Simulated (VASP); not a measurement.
# H (I4/mmm) in VASP: notebook, part 2 of 2

VASP 6.6.1. Earlier steps stand in the parts before.

### Step 5. Relaxation of cell and atoms, r2SCAN

This run uses another cell than the first one, of 11.78 Å³/atom, 0.756 times its volume.

File POSCAR:

```
H
1.0
   -1.6915344700      1.6915344700      2.0584739900
    1.6915344700     -1.6915344700      2.0584739900
    1.6915344700      1.6915344700     -2.0584739900
H
2
Direct
    0.9098622900      0.9098622900      0.0000000000
    0.0901377100      0.0901377100      0.0000000000
```

File INCAR.step1:

```
SYSTEM = H
PREC = Accurate
ENCUT = 600
ISMEAR = 0
SIGMA = 0.02
LREAL = .False.
LASPH = .True.
NELM = 100
GGA = PE
ALGO = Normal
EDIFF = 1E-4
LWAVE = .True.
LCHARG = .False.
```

File INCAR.step2:

```
SYSTEM = H
PREC = Accurate
ENCUT = 600
EDIFF = 1E-7
ISMEAR = 0
SIGMA = 0.02
LREAL = .False.
LASPH = .True.
NELM = 100
ALGO = Normal
ISIF = 3
LWAVE = .False.
LCHARG = .False.
METAGGA = R2SCAN
LMIXTAU = .True.
IBRION = 2
NSW = 100
EDIFFG = -0.005
ISTART = 1
```

File KPOINTS:

```
Automatic mesh
0
Gamma
  10 10 10
  0 0 0
```

Potentials or basis: VASP PAW PBE potentials, release 64 (H).

On the command line:

```bash
$ cat potpaw_PBE.64/H/POTCAR > POTCAR
$ cp INCAR.step1 INCAR
$ mpirun -np 1 vasp_std > vasp.out
$ cp INCAR.step2 INCAR
$ mpirun -np 1 vasp_std > vasp.out
```

OUTCAR:

```text
SYSTEM = H
   PREC = Accurate
   ENCUT = 600
   EDIFF = 1E-7
   ISMEAR = 0
   LREAL = .False.
   LASPH = .True.
   NELM = 100
   ISIF = 3
   METAGGA = R2SCAN
   IBRION = 2
   NSW = 100
   EDIFFG = -0.005
   ISTART = 1

 ion  position               nearest neighbor table
   1  0.910  0.910  0.000-   2 0.74
   2  0.090  0.090  0.000-   1 0.74

  LATTYP: Found a body centered tetragonal cell.
 ALAT       =     3.3830689400
 C/A-ratio  =     1.2169270130

  Lattice vectors:

 A1 = (  -1.6915344700,   1.6915344700,   2.0584739900)
 A2 = (   1.6915344700,  -1.6915344700,   2.0584739900)
 A3 = (   1.6915344700,   1.6915344700,  -2.0584739900)

Analysis of symmetry for initial positions (statically):
=====================================================================
 Subroutine PRICEL returns:
 Original cell was already a primitive cell.

 Routine SETGRP: Setting up the symmetry group for a
 body centered tetragonal supercell.

[... 176 lines left out ...]
  Total        0.0195229      0.0195229      0.0184508      0.0000000     -0.0000000      0.0000000
  in kB        1.3276618      1.3276618      1.2547576      0.0000000     -0.0000000      0.0000000
  external PRESSURE =       1.3033604 kB  Pullay stress =       0.0000000 kB
[... 89 lines left out ...]
  FREE ENERGIE OF THE ION-ELECTRON SYSTEM (eV)
  ---------------------------------------------------
  free  energy   TOTEN  =        -6.9038826046 eV

  energy  without entropy=       -6.9038826046  energy(sigma->0) =       -6.90388260

[... ionic steps 4 to 10 ...]

--------------------------------------- Ionic step       11  -------------------------------------------

 number of electron       1.9999999 magnetization

------------------------ aborting loop because EDIFF is reached ----------------------------------------
[... 67 lines left out ...]
--------------------------------------- Ionic step       13  -------------------------------------------

 number of electron       1.9999999 magnetization

 Free energy of the ion-electron system (eV)
  ---------------------------------------------------
  ext. energy  EPLUGINS =         0.00000000
  ---------------------------------------------------
  free energy    TOTEN  =        -6.90489088 eV

  energy without entropy =       -6.90489088  energy(sigma->0) =       -6.90489088

 E-fermi :  -8.7684     XC(G=0):  -5.0371

 val. band max:       -8.9261647694   @ k =   0.5000   0.5000   0.5000
 cond. band min:       0.9738606184   @ k =   0.5000   0.0000   0.0000
 fundamental gap:      9.9000253878
 Fermi energy:        -8.7683513272

 k-point     1 :       0.0000    0.0000    0.0000
  band No.  band energies     occupation
      1     -10.9057      2.00000
      2       5.2324      0.00000
      3       8.5341      0.00000
      4      14.7455      0.00000
      5      14.7455      0.00000
[... 177 lines left out ...]
 k-point    24 :       0.4000    0.3000    0.0000
  band No.  band energies     occupation
      1      -9.3694      2.00000
      2       2.4419      0.00000
      3       4.4052      0.00000
      4       9.1329      0.00000
      5      10.9071      0.00000

 [... further k-points ...]
[... 5 lines left out ...]
  --------------------------------------------------------------------------------------
  -------------------------------------------------------------------------------------
  Total       -0.0014703     -0.0014703     -0.0005933      0.0000000     -0.0000000      0.0000000
  in kB       -0.0903084     -0.0903084     -0.0364396      0.0000000     -0.0000000      0.0000000
  external PRESSURE =      -0.0723522 kB  Pullay stress =       0.0000000 kB
[... 17 lines left out ...]
  FREE ENERGIE OF THE ION-ELECTRON SYSTEM (eV)
  ---------------------------------------------------
  free  energy   TOTEN  =        -6.9048908793 eV

  energy  without entropy=       -6.9048908793  energy(sigma->0) =       -6.90489088

 reached required accuracy - stopping structural energy minimisation
```

OUTCAR.step1:

```text
SYSTEM = H
   PREC = Accurate
   ENCUT = 600
   ISMEAR = 0
   LREAL = .False.
[... 416 lines left out ...]
      0.00000      0.00000      3.74586        -0.000000     -0.000000     -0.257089
      0.00000      0.00000      0.37109         0.000000      0.000000      0.257089
 -----------------------------------------------------------------------------------
    total drift:                                0.000000      0.000000     -0.000000

  FREE ENERGIE OF THE ION-ELECTRON SYSTEM (eV)
  ---------------------------------------------------
  free  energy   TOTEN  =        -6.7829214911 eV

  energy  without entropy=       -6.7829214911  energy(sigma->0) =       -6.78292149
```

OSZICAR.step1:

```text
N       E                     dE             d eps       ncg     rms          rms(c)
DAV:   1    -0.688481680970E+01   -0.68848E+01   -0.52632E+02  1025   0.299E+02
DAV:   2    -0.735535654500E+01   -0.47054E+00   -0.47054E+00  1360   0.172E+01
DAV:   3    -0.735684765728E+01   -0.14911E-02   -0.14911E-02  1165   0.933E-01
DAV:   4    -0.735685099588E+01   -0.33386E-05   -0.33386E-05  1335   0.461E-02
DAV:   5    -0.735685100114E+01   -0.52529E-08   -0.52529E-08  1035   0.149E-03    0.447E+00
DAV:   6    -0.696459478888E+01    0.39226E+00   -0.20793E-01  1065   0.216E+00    0.244E+00
DAV:   7    -0.677939495784E+01    0.18520E+00   -0.46028E-01  1070   0.342E+00    0.280E-01
DAV:   8    -0.678391245095E+01   -0.45175E-02   -0.91594E-03  1075   0.574E-01    0.177E-01
DAV:   9    -0.678291842131E+01    0.99403E-03   -0.24324E-03  1055   0.277E-01    0.126E-02
DAV:  10    -0.678292149107E+01   -0.30698E-05   -0.38887E-05   770   0.537E-02
   1 F= -.67829215E+01 E0= -.67829215E+01  d E =-.126453E-12
```

It took 6.5 min on 1 thread of AMD EPYC 9R45 (Zen 5), shared host; peak memory 0.13 GiB.

What came out:

```
Free energy                            : -6.9049 eV
Relaxed volume                         : 13.04 Å³/atom
Relaxed cell                           : a = 3.267 Å, b = 3.267 Å, c = 3.267 Å, α = 115.37°, β = 115.37°, γ = 98.23°
Space group after relaxing (to 0.05 Å) : I4/mmm (No. 139)
Energy gained by relaxing              : 0.5 meV/atom
Ionic steps                            : 13
Pressure after relaxing                : 0.0 GPa
Band gap on the k mesh                 : 9.90 eV, indirect (least direct gap 10.57 eV)
```

The path:
| step | energy change (eV) | largest force (eV/Å) | pressure (GPa) | volume (Å³) |
| --- | --- | --- | --- | --- |
| 1 | 0.0000 | 0.0108 | 0.13 | 23.56 |
| 2 | 0.0000 | 0.0150 | 0.17 | 23.59 |
| 3 | 0.0000 | 0.0413 | 0.21 | 23.63 |
| 4 | 0.0000 | 0.0411 | 0.22 | 23.63 |
| 5 | -0.0001 | 0.0409 | 0.21 | 23.65 |
| 6 | -0.0001 | 0.0405 | 0.20 | 23.69 |
| 7 | -0.0002 | 0.0392 | 0.20 | 23.76 |
| 8 | -0.0003 | 0.0370 | 0.18 | 23.91 |
| 9 | -0.0005 | 0.0333 | 0.16 | 24.22 |
| 10 | -0.0008 | 0.0282 | 0.11 | 24.84 |
| 11 | -0.0010 | 0.0266 | 0.03 | 26.10 |
| 12 | -0.0007 | 0.1535 | -0.24 | 26.01 |
| 13 | -0.0010 | 0.0008 | -0.01 | 26.08 |

Final structure:
```
CELL_PARAMETERS angstrom
-1.74638 1.74638 2.13820
1.74638 -1.74638 2.13820
1.74638 1.74638 -2.13820
ATOMIC_POSITIONS crystal
H 0.91324 0.91324 0.00000
H 0.08676 0.08676 0.00000
```

Levels at points of the mesh, in eV from the valence-band top:
| k point | band 1 | band 2 | band 3 | band 4 |
| --- | --- | --- | --- | --- |
| (0.00, 0.00, 0.00) | -1.98 | 14.16 | 17.46 | 23.67 |
| (0.50, 0.00, 0.00) | -0.67 | 9.90 | 17.71 | 19.14 |
| (0.50, 0.50, 0.00) | -0.49 | 11.68 | 14.66 | 16.96 |
| (0.50, 0.50, 0.50) | 0.00 | 10.98 | 16.37 | 16.92 |

Caveat: the PAW data sets were made with another functional, which shifts forces and pressure a little.

### Step 6. Single point, r2SCAN

File POSCAR:

```
H
1.0
   -1.8249285286      1.8249285286      2.3402145303
    1.8249285286     -1.8249285286      2.3402145303
    1.8249285286      1.8249285286     -2.3402145303
H
2
Direct
    0.9207508993      0.9207508993      0.0000000000
    0.0792491007      0.0792491007      0.0000000000
```

File INCAR.step1:

```
SYSTEM = H
ALGO = Normal
EDIFF = 1E-4
ENCUT = 520
GGA = PE
ISMEAR = 0
LASPH = .TRUE.
LCHARG = .FALSE.
LREAL = .FALSE.
LWAVE = .TRUE.
NBANDS = 8
NELM = 100
PREC = Accurate
SIGMA = 0.02
```

File INCAR.step2:

```
SYSTEM = H
ALGO = Normal
EDIFF = 1E-6
ENCUT = 520
ISIF = 2
ISMEAR = 0
ISTART = 1
LASPH = .TRUE.
LCHARG = .TRUE.
LELF = .TRUE.
LMIXTAU = .TRUE.
LREAL = .FALSE.
LVHAR = .TRUE.
LWAVE = .FALSE.
METAGGA = R2SCAN
NBANDS = 8
NELM = 100
PREC = Accurate
SIGMA = 0.02
```

File KPOINTS:

```
k-points
0
G
  10 10 10
  0 0 0
```

Potentials or basis: VASP PAW PBE potentials, release 64 (H).

On the command line:

```bash
$ cat potpaw_PBE.64/H/POTCAR > POTCAR
$ cp INCAR.step1 INCAR
$ mpirun -np 1 vasp_std > vasp.out
$ cp INCAR.step2 INCAR
$ mpirun -np 1 vasp_std > vasp.out
```

It took 82 s on 1 thread of AMD EPYC 9R45 (Zen 5), shared host; peak memory 0.13 GiB.

It converged, with:

| Property | Result |
| --- | --- |
| Free energy | -6.9059 eV |
| Pressure | -0.1 GPa |
| Largest force | 0.006 eV/Å |
| Band gap on the k mesh | 10.30 eV, indirect (least direct gap 10.75 eV) |

Forces on the atoms (eV/Å):
```
H    0.000  0.000 -0.006
H    0.000  0.000  0.006
```

Levels at points of the mesh, in eV from the valence-band top:
| k point | band 1 | band 2 | band 3 | band 4 | band 5 |
| --- | --- | --- | --- | --- | --- |
| (0.00, 0.00, 0.00) | -1.37 | 13.42 | 16.76 | 22.24 | 22.24 |
| (0.50, 0.00, 0.00) | -0.45 | 10.30 | 17.02 | 18.15 | 20.08 |
| (0.50, 0.50, 0.00) | -0.28 | 12.00 | 14.28 | 16.40 | 18.37 |
| (0.50, 0.50, 0.50) | 0.00 | 10.89 | 16.03 | 16.77 | 16.77 |

Caveat: the PAW data sets were made with another functional, which shifts forces and pressure a little.

### Step 7. Overview

| task | cell | cutoff (eV) | gap on the mesh (eV) | pressure (GPa) |
| --- | --- | --- | --- | --- |
| single point | a = 3.484 Å, angles 116.8, 116.8, 95.6°, 2 atoms | 520 | 10.30 | -0.1 |
| single point | a = 3.518 Å, angles 116.8, 116.8, 95.6°, 2 atoms | 520 | 10.35 | -0.1 |
| relaxation of cell and atoms | relaxed from a = 3.156 Å, angles 115.2, 115.2, 98.6°, 2 atoms | 600 | 9.90 | 0.0 |

Alike in all rows: level r2SCAN; potentials or basis VASP PAW PBE potentials, release 64 (H); no spin polarisation; k mesh 10 × 10 × 10; smearing gaussian 0.02 eV.

Caveats: the PAW data sets were made with another functional, which shifts forces and pressure a little.

Total energies depend on the potentials used, so only differences within one code and one set of settings carry meaning.
